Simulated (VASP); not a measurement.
# CrB2 (P6/mmm) in VASP: notebook

The runs below take CrB2 through relaxation of shape and atoms at fixed volume, relaxation of cell and atoms, with LDA.

Program: VASP 6.6.1. These are calculated values, not measurements. Logs are shortened: lines on timing, memory, paths and dates and some standing lists are left out, and cuts for length are marked.

### 1 The cell of the first run

The structure is hexagonal, space group P6/mmm (No. 191). Conventional cell: a = 2.926 Å, b = 2.926 Å, c = 2.844 Å, α = 90.00°, β = 90.00°, γ = 120.00°. Cr (site symmetry 6/mmm) has 12 B at 2.21 Å and 2 Cr at 2.84 Å within 2.9 Å. B (site symmetry -6m2) has 3 B at 1.69 Å within 2.2 Å.

### 2 Relaxation of shape and atoms at fixed volume, LDA (volume scaled by 0.98)

File INCAR:

```
ALGO = Normal
EDIFF = 1E-6
EDIFFG = -0.001
ENCUT = 600
GGA = CA
IBRION = 2
ISIF = 4
ISMEAR = -1
LASPH = T
LCHARG = F
LREAL = F
LWAVE = F
NELM = 80
NSW = 80
PREC = Accurate
SIGMA = 0.15
```

File KPOINTS:

```
k-points
0
Gamma
  18 18 14
```

File POSCAR:

```
CrB2
1.0
    2.9263404151      0.0000000000      0.0000000000
   -1.4631702075      2.5342851397      0.0000000000
    0.0000000000      0.0000000000      2.8438194562
Cr B
1 2
Direct
    0.0000000000      0.0000000000      0.0000000000
    0.3333333333      0.6666666667      0.5000000000
    0.6666666667      0.3333333333      0.5000000000
```

Potentials or basis: VASP PAW LDA potentials, release 64 (Cr_pv, B).

Command:

```bash
cat potpaw_LDA.64/Cr_pv/POTCAR potpaw_LDA.64/B/POTCAR > POTCAR
mpirun -np 1 vasp_std > vasp.out
```

OUTCAR:

```text
EDIFF = 1E-6
   EDIFFG = -0.001
   ENCUT = 600
   GGA = CA
   IBRION = 2
   ISIF = 4
   ISMEAR = -1
   LASPH = T
   LREAL = F
   NELM = 80
   NSW = 80
   PREC = Accurate

 ion  position               nearest neighbor table
   1  0.000  0.000  0.000-   2 2.21   3 2.21   2 2.21   3 2.21   3 2.21   3 2.21   2 2.21   2 2.21
                             3 2.21   3 2.21   2 2.21   2 2.21
   2  0.333  0.667  0.500-   3 1.69   3 1.69   3 1.69   1 2.21   1 2.21   1 2.21   1 2.21   1 2.21
                             1 2.21
   3  0.667  0.333  0.500-   2 1.69   2 1.69   2 1.69   1 2.21   1 2.21   1 2.21   1 2.21   1 2.21
                             1 2.21

  LATTYP: Found a hexagonal cell.
 ALAT       =     2.9263404151
 C/A-ratio  =     0.9718006290

  Lattice vectors:

 A1 = (   2.9263404151,   0.0000000000,   0.0000000000)
 A2 = (  -1.4631702075,   2.5342851397,   0.0000000000)
 A3 = (   0.0000000000,   0.0000000000,   2.8438194562)

Analysis of symmetry for initial positions (statically):
=====================================================================
 Subroutine PRICEL returns:
 Original cell was already a primitive cell.

 Routine SETGRP: Setting up the symmetry group for a
 hexagonal supercell.

 Subroutine GETGRP returns: Found 24 space group operations
 (whereof 24 operations were pure point group operations)
 out of a pool of 24 trial point group operations.

The static configuration has the point symmetry D_6h.

Analysis of symmetry for dynamics (positions and initial velocities):
=====================================================================
 Subroutine PRICEL returns:
 Original cell was already a primitive cell.

 Routine SETGRP: Setting up the symmetry group for a
 hexagonal supercell.

 Subroutine GETGRP returns: Found 24 space group operations
 (whereof 24 operations were pure point group operations)
 out of a pool of 24 trial point group operations.

The dynamic configuration has the point symmetry D_6h.

 Subroutine INISYM returns: Found 24 space group operations
 (whereof 24 operations are pure point group operations),
 and found     1 'primitive' translations

----------------------------------------------------------------------------------------

                                     Primitive cell

  volume of cell :      21.0903

  direct lattice vectors                    reciprocal lattice vectors
     2.926340415  0.000000000  0.000000000     0.341723743  0.197294295  0.000000000
    -1.463170207  2.534285140  0.000000000     0.000000000  0.394588590  0.000000000
     0.000000000  0.000000000  2.843819456     0.000000000  0.000000000  0.351639763

  length of vectors
     2.926340415  2.926340415  2.843819456     0.394588590  0.394588590  0.351639763

  position of ions in fractional coordinates (direct lattice)
     0.000000000  0.000000000  0.000000000
     0.333333333  0.666666667  0.500000000
     0.666666667  0.333333333  0.500000000

  ion indices of the primitive-cell ions
   primitive index   ion index
                 1           1
                 2           2
                 3           3

----------------------------------------------------------------------------------------

 KPOINTS: k-points

Automatic generation of k-mesh.
 Grid dimensions read from file:
 generate k-points for:   18   18   14

 Generating k-lattice:

  Cartesian coordinates                     Fractional coordinates (reciprocal lattice)
     0.018984652  0.010960794  0.000000000     0.055555556  0.000000000  0.000000000
     0.000000000  0.021921588  0.000000000     0.000000000  0.055555556  0.000000000
     0.000000000  0.000000000  0.025117126     0.000000000  0.000000000  0.071428571

  Length of vectors
     0.021921588  0.021921588  0.025117126

  Shift w.r.t. Gamma in fractional coordinates (k-lattice)
     0.000000000  0.000000000  0.000000000

 Subroutine IBZKPT returns following result:
 ===========================================

 Found    296 irreducible k-points:

 Following reciprocal coordinates:
            Coordinates               Weight
  0.000000  0.000000  0.000000      1.000000
  0.055556  0.000000  0.000000      6.000000
  0.111111  0.000000  0.000000      6.000000
  0.166667  0.000000  0.000000      6.000000
  0.222222  0.000000  0.000000      6.000000
  0.277778 -0.000000  0.000000      6.000000
[... 16 lines left out ...]
  0.333333  0.111111  0.000000     12.000000
  0.388889  0.111111  0.000000     12.000000
 [... further k-points ...]
   k-points           NKPTS =    296   k-points in BZ     NKDIM =    296   number of bands    NBANDS=     13
   number of dos      NEDOS =    301   number of ions     NIONS =      3
   total plane-waves  NPLWV =  13824
   dimension x,y,z NGX =    24 NGY =   24 NGZ =   24
   dimension x,y,z NGXF=    48 NGYF=   48 NGZF=   48
   ions per type =               1   2
   NGX,Y,Z   is equivalent  to a cutoff of  13.63, 13.63, 14.03 a.u.
[... 17 lines left out ...]
   ISIF   =      4    stress and relaxation
   ISYM   =      2    0-nonsym 1-usesym 2-fastsym
   POTIM  = 0.5000    time-step for ionic-motion
   TEBEG  =    0.0;   TEEND  =   0.0 temperature during run
   PSTRESS=    0.0 pullay stress
   NELECT =      18.0000    total number of electrons
   NUPDOWN=      -1.0000    fix difference up-down
   EMIN   =  10.00;   EMAX   =-10.00  energy-range for DOS
   EFERMI =   0.00;   METHOD = LEGACY
   ISMEAR =    -1;   SIGMA  =   0.15  broadening in eV -4-tet -1-fermi 0-gaus
   EFERMI_NEDOS =   21; number of points for ismear=-14 and -15
   IALGO  =     38    algorithm
   IMIX   =      4    mixing-type and parameters
     AMIX     =   0.40;   BMIX     =  1.00
     AMIX_MAG =   1.60;   BMIX_MAG =  1.00
  volume/ion in A,a.u.               =       7.03        47.44
  Fermi-wavevector in a.u.,A,eV,Ry     =   1.552881  2.934520 32.809631  2.411440
  Thomas-Fermi vector in A             =   2.657192
   LORBIT       =      0    0 simple, 1 ext, 2 COOP (PROOUT), +10 PAW based schemes
   GGA     = CA    functional components
   LHFCALC =     F    Hartree Fock is set to
   AEXX    =    0.0000 exact exchange contribution
   IVDW    =     0    specifies the selected vdW correction
   LEPSILON=     F    determine dielectric tensor
   LRPA    =     F    only Hartree local field effects (RPA)
 conjugate gradient relaxation of ions
 non-spin polarized calculation
  energy-cutoff  :      600.00
  volume of cell :       21.09
 maximum number of plane-waves:       720
 NGX is ok and might be reduce to    24
   NGX = 11   NGY = 11   NGZ = 11

--------------------------------------- Ionic step        1  -------------------------------------------

 number of electron      17.9999999 magnetization

 Free energy of the ion-electron system (eV)
  ---------------------------------------------------
  ext. energy  EPLUGINS =         0.00000000
  ---------------------------------------------------
  free energy    TOTEN  =       -26.78400196 eV

  energy without entropy =      -26.62167660  energy(sigma->0) =      -26.70283928

------------------------ aborting loop because EDIFF is reached ----------------------------------------

  FORCE on cell =-STRESS in cart. coord.  units (eV):
  Direction    XX          YY          ZZ          XY          YZ          ZX
  --------------------------------------------------------------------------------------
  -------------------------------------------------------------------------------------
  Total        1.0322229      1.0322229      0.8062605      0.0000000      0.0000000      0.0000000
  in kB       78.4154695     78.4154695     61.2496518      0.0000000      0.0000000      0.0000000
  external PRESSURE =      72.6935303 kB  Pullay stress =       0.0000000 kB
[... 92 lines left out ...]
  FREE ENERGIE OF THE ION-ELECTRON SYSTEM (eV)
  ---------------------------------------------------
  free  energy   TOTEN  =       -26.7844732915 eV

  energy  without entropy=      -26.6230898795  energy(sigma->0) =      -26.70378159

[... ionic steps 4 to 14 ...]

--------------------------------------- Ionic step       15  -------------------------------------------

 number of electron      17.9999998 magnetization

------------------------ aborting loop because EDIFF is reached ----------------------------------------
[... 69 lines left out ...]
--------------------------------------- Ionic step       17  -------------------------------------------

 number of electron      17.9999998 magnetization

 Free energy of the ion-electron system (eV)
  ---------------------------------------------------
  ext. energy  EPLUGINS =         0.00000000
  ---------------------------------------------------
  free energy    TOTEN  =       -26.78447369 eV

  energy without entropy =      -26.62307540  energy(sigma->0) =      -26.70377455

 E-fermi :  12.0234     XC(G=0): -13.9552

 val. band max:       12.0150378375   @ k =   0.3333   0.2778   0.2857
 cond. band min:      12.0261408062   @ k =   0.3333   0.2222   0.2857
 fundamental gap:      0.0111029687
 Fermi energy:        12.0234318274

 k-point     1 :       0.0000    0.0000    0.0000
  band No.  band energies     occupation
      1     -31.4079      2.00000
      2     -31.1912      2.00000
      3     -31.1912      2.00000
      4      -3.5249      2.00000
      5       7.2514      2.00000
      6       7.2514      2.00000
      7       8.1324      2.00000
      8       9.8352      2.00000
      9      11.6885      1.80636
     10      11.6885      1.80636
     11      14.8163      0.00000
     12      14.8163      0.00000
     13      16.7559      0.00000
[... 354 lines left out ...]
  band No.  band energies     occupation
      1     -31.3993      2.00000
      2     -31.3754      2.00000
      3     -31.2594      2.00000
      4       0.1923      2.00000
      5       1.8978      2.00000
      6       5.8228      2.00000
      7       8.0925      2.00000
      8       9.0617      2.00000
      9      10.8674      1.99910
     10      12.0078      1.05211
     11      12.5828      0.04690
     12      16.4428      0.00000
     13      17.1409      0.00000

 [... further k-points ...]
[... 5 lines left out ...]
  --------------------------------------------------------------------------------------
  -------------------------------------------------------------------------------------
  Total        0.9499081      0.9499081      0.9459526      0.0000000      0.0000000      0.0000000
  in kB       72.1622074     72.1622074     71.8617207      0.0000000      0.0000000      0.0000000
  external PRESSURE =      72.0620451 kB  Pullay stress =       0.0000000 kB
[... 18 lines left out ...]
  FREE ENERGIE OF THE ION-ELECTRON SYSTEM (eV)
  ---------------------------------------------------
  free  energy   TOTEN  =       -26.7844736920 eV

  energy  without entropy=      -26.6230754031  energy(sigma->0) =      -26.70377455

 reached required accuracy - stopping structural energy minimisation
```

Run time: 3.9 min. Hardware: 1 thread of Intel Xeon Platinum 8259CL at 2.50GHz (Skylake/Cascade Lake), shared host; peak memory 0.22 GiB.

Results:

| Item | Value |
| --- | --- |
| Free energy | -26.7845 eV |
| Energy gained by relaxing | 0.2 meV/atom |
| Ionic steps | 17 |
| Pressure after relaxing | 7.2 GPa |
| Band gap on the k mesh | zero (band 9 reaches 12.57 eV, above the bottom of band 10 at 10.51 eV) |

Step by step:
```
step  energy change (eV)  largest force (eV/Å)  pressure (GPa)  volume (Å³)
   1              0.0000                0.0000            7.27        21.09
   2             -0.0004                0.0000            7.29        21.09
   3             -0.0005                0.0000            7.15        21.09
   4             -0.0005                0.0000            7.03        21.09
   5             -0.0005                0.0000            7.19        21.09
   6             -0.0005                0.0000            7.13        21.09
   7             -0.0005                0.0000            7.12        21.09
   8             -0.0005                0.0000            7.11        21.09
   9             -0.0005                0.0000            7.12        21.09
  10             -0.0005                0.0000            7.13        21.09
  11             -0.0005                0.0000            7.13        21.09
  12             -0.0005                0.0000            7.13        21.09
  13             -0.0005                0.0000            7.12        21.09
  14             -0.0005                0.0000            7.10        21.09
  15             -0.0005                0.0000            7.09        21.09
  16             -0.0005                0.0000            7.04        21.09
  17             -0.0005                0.0000            7.21        21.09
```

Final structure:
```cif
data_structure
_symmetry_space_group_name_H-M 'P 1'
_symmetry_Int_Tables_number 1
_cell_length_a 2.9324
_cell_length_b 2.9324
_cell_length_c 2.8320
_cell_angle_alpha 90.000
_cell_angle_beta 90.000
_cell_angle_gamma 120.000
_cell_volume 21.09
loop_
_atom_site_label
_atom_site_type_symbol
_atom_site_fract_x
_atom_site_fract_y
_atom_site_fract_z
_atom_site_occupancy
Cr1 Cr 0.00000 0.00000 0.00000 1
B1 B 0.33333 0.66667 0.50000 1
B2 B 0.66667 0.33333 0.50000 1
```

Caveat: the cell differs from its parent crystal (volume scaled by 0.98). Spin polarisation is off, so any magnetic state and its effect on volume and gap are missing.

### 3 Relaxation of cell and atoms, LDA

This run uses another cell than the first one, of 7.15 Å³/atom, 1.017 times its volume.

File INCAR:

```
SYSTEM = CrB2
  PREC = Accurate
  ENCUT = 600
  EDIFF = 1E-7
  ISMEAR = -1
  SIGMA = 0.15
  LREAL = .False.
  LASPH = .True.
  NELM = 60
  ALGO = Normal
  ISIF = 3
  LWAVE = .False.
  LCHARG = .False.
  GGA = CA
  IBRION = 2
  NSW = 80
  EDIFFG = -0.001
```

File KPOINTS:

```
regular mesh
0
Gamma
  18 18 14
  0 0 0
```

File POSCAR:

```
CrB2
1.0
    2.9470364621      0.0000000000      0.0000000000
   -1.4735182310      2.5522084420      0.0000000000
    0.0000000000      0.0000000000      2.8517112474
Cr B
1 2
Direct
    0.0000000000      0.0000000000      0.0000000000
    0.3333333333      0.6666666667      0.5000000000
    0.6666666667      0.3333333333      0.5000000000
```

Potentials or basis: VASP PAW LDA potentials, release 64 (Cr_pv, B).

Command:

```bash
cat potpaw_LDA.64/Cr_pv/POTCAR potpaw_LDA.64/B/POTCAR > POTCAR
mpirun -np 1 vasp_std > vasp.out
```

It took 3.6 min on 1 thread of Intel Xeon Platinum 8259CL at 2.50GHz (Skylake/Cascade Lake), shared host; peak memory 0.22 GiB.

The run converged. Its results:

```
Free energy                            : -26.7949 eV
Relaxed volume                         : 7.18 Å³/atom
Relaxed cell                           : a = 2.948 Å, b = 2.948 Å, c = 2.863 Å, α = 90.00°, β = 90.00°, γ = 120.00°
Space group after relaxing (to 0.05 Å) : P6/mmm (No. 191)
Energy gained by relaxing              : 0.2 meV/atom
Ionic steps                            : 7
Pressure after relaxing                : 0.0 GPa
Band gap on the k mesh                 : zero (band 9 reaches 12.23 eV, above the bottom of band 10 at 10.25 eV)
```

Step by step:
| step | energy change (eV) | largest force (eV/Å) | pressure (GPa) | volume (Å³) |
| --- | --- | --- | --- | --- |
| 1 | 0.0000 | 0.0000 | 1.39 | 21.45 |
| 2 | -0.0001 | 0.0000 | -1.48 | 21.64 |
| 3 | -0.0005 | 0.0000 | -0.11 | 21.55 |
| 4 | -0.0005 | 0.0000 | -0.07 | 21.55 |
| 5 | -0.0006 | 0.0000 | -0.02 | 21.55 |
| 6 | -0.0006 | 0.0000 | 0.05 | 21.55 |
| 7 | -0.0006 | 0.0000 | 0.02 | 21.55 |

Final structure:
```yaml
crystal:
  lattice:
    - [2.94797, 0.00000, 0.00000]
    - [-1.47398, 2.55302, 0.00000]
    - [0.00000, 0.00000, 2.86346]
  atoms:
    - { symbol: Cr, position: [0.00000, 0.00000, 0.00000] }
    - { symbol: B, position: [0.33333, 0.66667, 0.50000] }
    - { symbol: B, position: [0.66667, 0.33333, 0.50000] }
```

Levels at points of the mesh, in eV from the Fermi level:
| k point | band 7 | band 8 | band 9 | band 10 | band 11 | band 12 |
| --- | --- | --- | --- | --- | --- | --- |
| (0.00, 0.00, 0.00) | -3.77 | -2.23 | -0.33 | -0.33 | 2.70 | 2.70 |
| (0.50, 0.00, 0.00) | -4.08 | -4.03 | -0.70 | 0.14 | 0.72 | 3.84 |
| (0.00, 0.00, 0.50) | -2.59 | -1.61 | -1.61 | -1.45 | -1.45 | 0.41 |
| (0.50, 0.00, 0.50) | -5.57 | -4.96 | 0.38 | 0.55 | 2.94 | 3.09 |

Spin polarisation is off, so any magnetic state and its effect on volume and gap are missing.

### 4 Relaxation of shape and atoms at fixed volume, LDA (volume scaled by 1.02)

File INCAR:

```
  PREC = Accurate
  ENCUT = 600
  EDIFF = 1E-6
  ISMEAR = -1
  SIGMA = 0.15
  LREAL = False
  LASPH = True
  NELM = 60
  ALGO = Normal
  ISIF = 4
  LWAVE = False
  LCHARG = False
  IBRION = 2
  NSW = 80
  EDIFFG = -0.001
```

File KPOINTS:

```
Automatic mesh
0
Gamma
  18 18 14
```

File POSCAR:

```
CrB2
1.0
    2.9656248399      0.0000000000      0.0000000000
   -1.4828124199      2.5683064495      0.0000000000
    0.0000000000      0.0000000000      2.8819960850
Cr B
1 2
Direct
    0.0000000000      0.0000000000      0.0000000000
    0.3333333333      0.6666666667      0.5000000000
    0.6666666667      0.3333333333      0.5000000000
```

Command:

```bash
cat potpaw_LDA.64/Cr_pv/POTCAR potpaw_LDA.64/B/POTCAR > POTCAR
mpirun -np 1 vasp_std > vasp.out
```

Run time: 1.8 min. Hardware: 1 thread of Intel Xeon Platinum 8259CL at 2.50GHz (Skylake/Cascade Lake), shared host; peak memory 0.22 GiB.

It converged, with:

| Item | Value |
| --- | --- |
| Free energy | -26.7884 eV |
| Energy gained by relaxing | 0.1 meV/atom |
| Ionic steps | 3 |
| Pressure after relaxing | -5.6 GPa |
| Band gap on the k mesh | zero (band 9 reaches 11.94 eV, above the bottom of band 10 at 10.04 eV) |

Step by step:
```
step  energy change (eV)  largest force (eV/Å)  pressure (GPa)  volume (Å³)
   1              0.0000                0.0000           -5.89        21.95
   2             -0.0002                0.0000           -5.70        21.95
   3             -0.0002                0.0000           -5.60        21.95
```

Final structure:
```cif
data_structure
_symmetry_space_group_name_H-M 'P 1'
_symmetry_Int_Tables_number 1
_cell_length_a 2.9611
_cell_length_b 2.9611
_cell_length_c 2.8908
_cell_angle_alpha 90.000
_cell_angle_beta 90.000
_cell_angle_gamma 120.000
_cell_volume 21.95
loop_
_atom_site_label
_atom_site_type_symbol
_atom_site_fract_x
_atom_site_fract_y
_atom_site_fract_z
_atom_site_occupancy
Cr1 Cr 0.00000 0.00000 0.00000 1
B1 B 0.33333 0.66667 0.50000 1
B2 B 0.66667 0.33333 0.50000 1
```

Levels at points of the mesh, in eV from the Fermi level:
```
           k point  band 6  band 7  band 8  band 9  band 10  band 11  band 12  band 13
(0.00, 0.00, 0.00)   -4.48   -3.67   -2.26   -0.32    -0.32     2.63     2.63     4.74
(0.50, 0.00, 0.00)   -4.62   -3.97   -3.96   -0.69     0.16     0.72     3.77     5.12
(0.00, 0.00, 0.50)   -2.49   -2.49   -1.56   -1.56    -1.39    -1.39     0.35     5.12
(0.50, 0.00, 0.50)   -6.27   -5.44   -4.87    0.39     0.52     2.84     3.01     3.80
```

Caveat: the cell differs from its parent crystal (volume scaled by 1.02). Spin polarisation is off, so any magnetic state and its effect on volume and gap are missing.

### 5 Summary

| task | cell | gap on the mesh (eV) | pressure (GPa) |
| --- | --- | --- | --- |
| relaxation of shape and atoms at fixed volume | relaxed from a = 2.926, b = 2.926, c = 2.844 Å, angles 90.0, 90.0, 120.0°, 3 atoms | none | 7.2 |
| relaxation of cell and atoms | relaxed from a = 2.947, b = 2.947, c = 2.852 Å, angles 90.0, 90.0, 120.0°, 3 atoms | none | 0.0 |
| relaxation of shape and atoms at fixed volume | relaxed from a = 2.966, b = 2.966, c = 2.882 Å, angles 90.0, 90.0, 120.0°, 3 atoms | none | -5.6 |

Alike in all rows: level LDA; potentials or basis VASP PAW LDA potentials, release 64 (Cr_pv, B); no spin polarisation; k mesh 18 × 18 × 14; cutoff (eV) 600; smearing fermi-dirac 0.15 eV.

Absolute energies hang on the potentials; compare differences alone.
